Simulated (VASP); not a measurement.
# BeS (Fm-3m) in VASP: single point with HSE06+D3(BJ)

Aim: the single point of BeS with HSE06+D3(BJ).

Everything below comes from runs of VASP 6.6.1. Logs are shortened: lines on timing, memory, paths and dates and some standing lists are left out, and cuts for length are marked.

### Step 1. The cell of the first run

The structure is cubic, space group Fm-3m (No. 225). The conventional cell has a = 4.635 Å, b = 4.635 Å, c = 4.635 Å, α = 90.00°, β = 90.00°, γ = 90.00°. Be (site symmetry m-3m) has 6 S at 2.32 Å within 3.1 Å. Within 3.1 Å of S (site symmetry m-3m) lie 6 Be at 2.32 Å.

### Step 2. Single point, HSE06+D3(BJ)

The input, POSCAR:

```
BeS
1.0
    0.0000000000      2.3172971951      2.3172971951
    2.3172971951      0.0000000000      2.3172971951
    2.3172971951      2.3172971951      0.0000000000
Be S
1 1
Direct
    0.0000000000      0.0000000000      0.0000000000
    0.5000000000      0.5000000000      0.5000000000
```

The input, INCAR.step1:

```
SYSTEM = BeS
ALGO = Normal ; EDIFF = 1E-5
ENCUT = 520 ; GGA = PE
ISIF = 2 ; ISMEAR = 0
LASPH = .True. ; LREAL = .False.
LWAVE = .True. ; NBANDS = 11
NELM = 80 ; PREC = Accurate
SIGMA = 0.01
```

The input, INCAR.step2:

```
SYSTEM = BeS
ALGO = Normal ; EDIFF = 1E-6
ENCUT = 520 ; GGA = PE
HFSCREEN = 0.2079 ; ISIF = 2
ISMEAR = 0 ; ISTART = 1
IVDW = 12 ; LASPH = .True.
LCHARG = .True. ; LELF = .True.
LHFCALC = .True. ; LREAL = .False.
LVHAR = .True. ; LWAVE = .False.
NBANDS = 11 ; NELM = 80
PREC = Accurate ; PRECFOCK = Normal
SIGMA = 0.01 ; VDW_A1 = 0.383
VDW_A2 = 5.685 ; VDW_S6 = 1.0
VDW_S8 = 2.31
```

The input, KPOINTS:

```
k-points
0
Gamma
  4 4 4
  0 0 0
```

Potentials or basis: VASP PAW PBE potentials, release 64 (Be, S).

Started as:

```sh
$ cat potpaw_PBE.64/Be/POTCAR potpaw_PBE.64/S/POTCAR > POTCAR
$ cp INCAR.step1 INCAR
$ mpirun -np 1 vasp_std > vasp.out
$ cp INCAR.step2 INCAR
$ mpirun -np 1 vasp_std > vasp.out
```

OUTCAR:

```text
SYSTEM = BeS
   EDIFF = 1E-6
   ENCUT = 520
   GGA = PE
   HFSCREEN = 0.2079
   ISIF = 2
   ISMEAR = 0
   ISTART = 1
   IVDW = 12
   LASPH = .True.
   LHFCALC = .True.
   LREAL = .False.
   NELM = 80
   PREC = Accurate
   PRECFOCK = Normal
 IVDW          = 12

 ion  position               nearest neighbor table
   1  0.000  0.000  0.000-   2 2.32   2 2.32   2 2.32   2 2.32   2 2.32   2 2.32
   2  0.500  0.500  0.500-   1 2.32   1 2.32   1 2.32   1 2.32   1 2.32   1 2.32

  LATTYP: Found a face centered cubic cell.
 ALAT       =     4.6345943902

  Lattice vectors:

 A1 = (   0.0000000000,   2.3172971951,   2.3172971951)
 A2 = (   2.3172971951,   0.0000000000,   2.3172971951)
 A3 = (   2.3172971951,   2.3172971951,   0.0000000000)

Analysis of symmetry for initial positions (statically):
[... 5 lines left out ...]
 face centered cubic supercell.

 Subroutine GETGRP returns: Found 48 space group operations
 (whereof 48 operations were pure point group operations)
 out of a pool of 48 trial point group operations.

The static configuration has the point symmetry O_h .

Analysis of symmetry for dynamics (positions and initial velocities):
[... 5 lines left out ...]
 face centered cubic supercell.

 Subroutine GETGRP returns: Found 48 space group operations
 (whereof 48 operations were pure point group operations)
 out of a pool of 48 trial point group operations.

The dynamic configuration has the point symmetry O_h .

 Subroutine INISYM returns: Found 48 space group operations
 (whereof 48 operations are pure point group operations),
 and found     1 'primitive' translations

----------------------------------------------------------------------------------------

                                     Primitive cell

  volume of cell :      24.8872

  direct lattice vectors                    reciprocal lattice vectors
     0.000000000  2.317297195  2.317297195    -0.215768612  0.215768612  0.215768612
     2.317297195  0.000000000  2.317297195     0.215768612 -0.215768612  0.215768612
     2.317297195  2.317297195  0.000000000     0.215768612  0.215768612 -0.215768612

  length of vectors
     3.277153121  3.277153121  3.277153121     0.373722199  0.373722199  0.373722199

  position of ions in fractional coordinates (direct lattice)
     0.000000000  0.000000000  0.000000000
     0.500000000  0.500000000  0.500000000

  ion indices of the primitive-cell ions
   primitive index   ion index
                 1           1
                 2           2

----------------------------------------------------------------------------------------

 KPOINTS: k-points

Automatic generation of k-mesh.
 Grid dimensions read from file:
 generate k-points for:    4    4    4

 Generating k-lattice:

  Cartesian coordinates                     Fractional coordinates (reciprocal lattice)
    -0.053942153  0.053942153  0.053942153     0.250000000  0.000000000  0.000000000
     0.053942153 -0.053942153  0.053942153     0.000000000  0.250000000  0.000000000
     0.053942153  0.053942153 -0.053942153     0.000000000  0.000000000  0.250000000

  Length of vectors
     0.093430550  0.093430550  0.093430550

  Shift w.r.t. Gamma in fractional coordinates (k-lattice)
     0.000000000  0.000000000  0.000000000

 Subroutine IBZKPT returns following result:
 ===========================================

 Found      8 irreducible k-points:

 Following reciprocal coordinates:
            Coordinates               Weight
  0.000000  0.000000  0.000000      1.000000
  0.250000  0.000000  0.000000      8.000000
  0.500000  0.000000  0.000000      4.000000
  0.250000  0.250000  0.000000      6.000000
  0.500000  0.250000  0.000000     24.000000
 -0.250000  0.250000  0.000000     12.000000
  0.500000  0.500000  0.000000      3.000000
 -0.250000  0.500000  0.250000      6.000000
   k-points           NKPTS =      8   k-points in BZ     NKDIM =     64   number of bands    NBANDS=     11
   number of dos      NEDOS =    301   number of ions     NIONS =      2
   total plane-waves  NPLWV =  13824
   dimension x,y,z NGX =    24 NGY =   24 NGZ =   24
   dimension x,y,z NGXF=    48 NGYF=   48 NGZF=   48
   ions per type =               1   1
   NGX,Y,Z   is equivalent  to a cutoff of  12.17, 12.17, 12.17 a.u.
   NGXF,Y,Z  is equivalent  to a cutoff of  24.35, 24.35, 24.35 a.u.
 SYSTEM =  BeS
   PREC   = accura    normal or accurate (medium, high low for compatibility)
   ISTART =      1    job   : 0-new  1-cont  2-samecut
   ICHARG =      0    charge: 1-file 2-atom 10-const
   ISPIN  =      1    spin polarized calculation?
   LNONCOLLINEAR =      F non collinear calculations
   LSORBIT =      F    spin-orbit coupling
   LASPH  =      T    aspherical Exc in radial PAW
   ENCUT  =  520.0 eV  38.22 Ry    6.18 a.u.   6.09  6.09  6.09*2*pi/ulx,y,z
   NELM   =     80;   NELMIN=  2; NELMDL=  0     # of ELM steps
   EDIFF  = 0.1E-05   stopping-criterion for ELM
   LREAL  =      F    real-space projection
   EDIFFG = 0.1E-04   stopping-criterion for IOM
   NSW    =      0    number of steps for IOM
   IBRION =     -1    ionic relax: 0-MD 1-quasi-New 2-CG
   NFREE  =      0    steps in history (QN), initial steepest desc. (CG)
   ISIF   =      2    stress and relaxation
   ISYM   =      3    0-nonsym 1-usesym 2-fastsym
   POTIM  = 0.5000    time-step for ionic-motion
   TEBEG  =    0.0;   TEEND  =   0.0 temperature during run
   PSTRESS=    0.0 pullay stress
   NELECT =       8.0000    total number of electrons
   NUPDOWN=      -1.0000    fix difference up-down
   EMIN   =  10.00;   EMAX   =-10.00  energy-range for DOS
   EFERMI =   0.00;   METHOD = LEGACY
   ISMEAR =     0;   SIGMA  =   0.01  broadening in eV -4-tet -1-fermi 0-gaus
   EFERMI_NEDOS =   21; number of points for ismear=-14 and -15
   IALGO  =     38    algorithm
   IMIX   =      1    mixing-type and parameters
     AMIX     =   0.40;   BMIX     =  1.00
     AMIX_MAG =   1.60;   BMIX_MAG =  1.00
  volume/ion in A,a.u.               =      12.44        83.97
  Fermi-wavevector in a.u.,A,eV,Ry     =   1.121450  2.119232 17.111356  1.257649
  Thomas-Fermi vector in A             =   2.258103
   LORBIT       =      0    0 simple, 1 ext, 2 COOP (PROOUT), +10 PAW based schemes
   GGA     = PE    functional components
   LHFCALC =     T    Hartree Fock is set to
   PRECFOCK=normal    Normal, Fast or Accurate (Low or Medium for compatibility)
   ENCUT4O =  -1.0   cutoff for four orbital integrals eV
   NKREDX  =     1    reduce k-point grid by
   NKREDY  =     1    reduce k-point grid by
   NKREDZ  =     1    reduce k-point grid by
   AEXX    =    0.2500 exact exchange contribution
   HFSCREEN=    0.2079 screening length (either q_TF or 0.3 A-1)
   HFSCREENC=   0.2079 screening length for correlation (either q_TF or 0.3 A-1)
   ENCUTFOCK=  -1.0 apply spherical cutoff to Coloumb kernel
   IVDW    =    12    specifies the selected vdW correction
   LEPSILON=     F    determine dielectric tensor
   LRPA    =     F    only Hartree local field effects (RPA)
 non-spin polarized calculation
 Gauss-broadening in eV      SIGMA  =   0.01
  energy-cutoff  :      520.00
  volume of cell :       24.89
 maximum number of plane-waves:       692
  NGX = 20; NGY = 20; NGZ = 20

 number of electron       7.9999998 magnetization

 Free energy of the ion-electron system (eV)
  ---------------------------------------------------
  ext. energy  EPLUGINS =         0.00000000
  ---------------------------------------------------
  free energy    TOTEN  =       -10.04438470 eV

  energy without entropy =      -10.04438470  energy(sigma->0) =      -10.04438470

 E-fermi :   5.8974     XC(G=0):  -8.7589

 val. band max:        5.7625462994   @ k =   0.0000   0.0000   0.0000
 cond. band min:       7.8301380861   @ k =   0.5000   0.5000   0.0000
 fundamental gap:      2.0675917868
 Fermi energy:         5.8973880132

 k-point     1 :       0.0000    0.0000    0.0000
  band No.  band energies     occupation
      1     -10.5296      2.00000
      2       5.7625      2.00000
      3       5.7625      2.00000
      4       5.7625      2.00000
      5      12.5513      0.00000
      6      16.0334      0.00000
      7      16.0334      0.00000
      8      16.0334      0.00000
      9      17.1129      0.00000
     10      17.1129      0.00000
     11      17.1129      0.00000

 k-point     2 :       0.2500    0.0000    0.0000
  band No.  band energies     occupation
      1      -9.5633      2.00000
      2       1.6149      2.00000
      3       5.5892      2.00000
      4       5.5892      2.00000
      5      12.3064      0.00000
      6      12.9601      0.00000
      7      12.9601      0.00000
      8      17.1301      0.00000
      9      18.3347      0.00000
     10      18.5913      0.00000
     11      18.5913      0.00000

 k-point     3 :       0.5000    0.0000    0.0000
  band No.  band energies     occupation
      1      -8.0381      2.00000
      2      -1.8585      2.00000
      3       5.5372      2.00000
      4       5.5372      2.00000
      5      11.0105      0.00000
      6      11.0105      0.00000
      7      11.2350      0.00000
      8      17.6821      0.00000
      9      23.1973      0.00000
     10      23.1973      0.00000
     11      23.3777      0.00000

 k-point     4 :       0.2500    0.2500    0.0000
  band No.  band energies     occupation
      1      -9.2143      2.00000
      2       2.6422      2.00000
      3       3.9025      2.00000
      4       3.9025      2.00000
      5      10.1022      0.00000
      6      12.9272      0.00000
      7      16.5320      0.00000
      8      17.3203      0.00000
      9      17.3203      0.00000
     10      20.9170      0.00000
     11      21.9596      0.00000

 k-point     5 :       0.5000    0.2500    0.0000
  band No.  band energies     occupation
      1      -7.5902      2.00000
      2      -0.6934      2.00000
      3       2.1303      2.00000
      4       3.7077      2.00000
      5       9.5451      0.00000
      6      14.6372      0.00000
      7      14.7301      0.00000
      8      16.9158      0.00000
      9      19.6654      0.00000
     10      24.0640      0.00000
     11      24.1450      0.00000

 k-point     6 :      -0.2500    0.2500    0.0000
  band No.  band energies     occupation
      1      -8.2030      2.00000
      2       0.2861      2.00000
      3       1.6200      2.00000
      4       5.2898      2.00000
      5      10.9712      0.00000
      6      12.1794      0.00000
      7      16.2405      0.00000
      8      16.4505      0.00000
      9      19.3823      0.00000
     10      20.4540      0.00000
     11      22.8724      0.00000

 k-point     7 :       0.5000    0.5000    0.0000
  band No.  band energies     occupation
      1      -6.8890      2.00000
      2      -1.3306      2.00000
      3       2.6182      2.00000
      4       2.6182      2.00000
      5       7.8301      0.00000
      6      11.2959      0.00000
      7      19.4606      0.00000
      8      19.4606      0.00000
      9      21.4050      0.00000
     10      22.9826      0.00000
     11      25.8919      0.00000

 k-point     8 :      -0.2500    0.5000    0.2500
  band No.  band energies     occupation
      1      -6.8531      2.00000
      2       0.1731      2.00000
      3       0.1731      2.00000
      4       1.8316      2.00000
      5      12.0295      0.00000
      6      12.7663      0.00000
      7      16.5966      0.00000
      8      16.5966      0.00000
      9      20.9489      0.00000
     10      20.9489      0.00000
     11      26.0087      0.00000

------------------------ aborting loop because EDIFF is reached ----------------------------------------

 Edisp (eV)   -0.70815

 E8    (eV) :    -0.3957

  FORCE on cell =-STRESS in cart. coord.  units (eV):
  Direction    XX          YY          ZZ          XY          YZ          ZX
  --------------------------------------------------------------------------------------
  -------------------------------------------------------------------------------------
  Total      -0.82853    -0.82853    -0.82853    -0.00000    -0.00000    -0.00000
  in kB     -53.33903   -53.33903   -53.33903    -0.00000    -0.00000    -0.00000
  external pressure =      -53.34 kB  Pullay stress =        0.00 kB

 VOLUME and BASIS-vectors are now :
 -----------------------------------------------------------------------------
  energy-cutoff  :      520.00
  volume of cell :       24.89
      direct lattice vectors                 reciprocal lattice vectors
     0.000000000  2.317297195  2.317297195    -0.215768612  0.215768612  0.215768612
     2.317297195  0.000000000  2.317297195     0.215768612 -0.215768612  0.215768612
     2.317297195  2.317297195  0.000000000     0.215768612  0.215768612 -0.215768612

 POSITION                                       TOTAL-FORCE (eV/Angst)
 -----------------------------------------------------------------------------------
      0.00000      0.00000      0.00000        -0.000000      0.000000      0.000000
      2.31730      2.31730      2.31730         0.000000     -0.000000     -0.000000
 -----------------------------------------------------------------------------------
    total drift:                                0.000006      0.000007      0.000003

  FREE ENERGIE OF THE ION-ELECTRON SYSTEM (eV)
  ---------------------------------------------------
  free  energy   TOTEN  =       -10.7525337921 eV

  energy  without entropy=      -10.7525337921  energy(sigma->0) =      -10.75253379
```

Run time: 2.3 min. Hardware: 1 thread of Intel Xeon 8259CL, shared host; peak memory 0.24 GiB.

What came out:

```
Free energy                : -10.7525 eV
Pressure                   : -5.3 GPa
Band gap on the k mesh     : 2.07 eV, indirect (least direct gap 5.21 eV)
Dispersion energy per atom : -0.354 eV
```

Caveat: the k points lie up to 0.59 Å⁻¹ apart; the PAW data sets were made with another functional, which shifts forces and pressure a little.
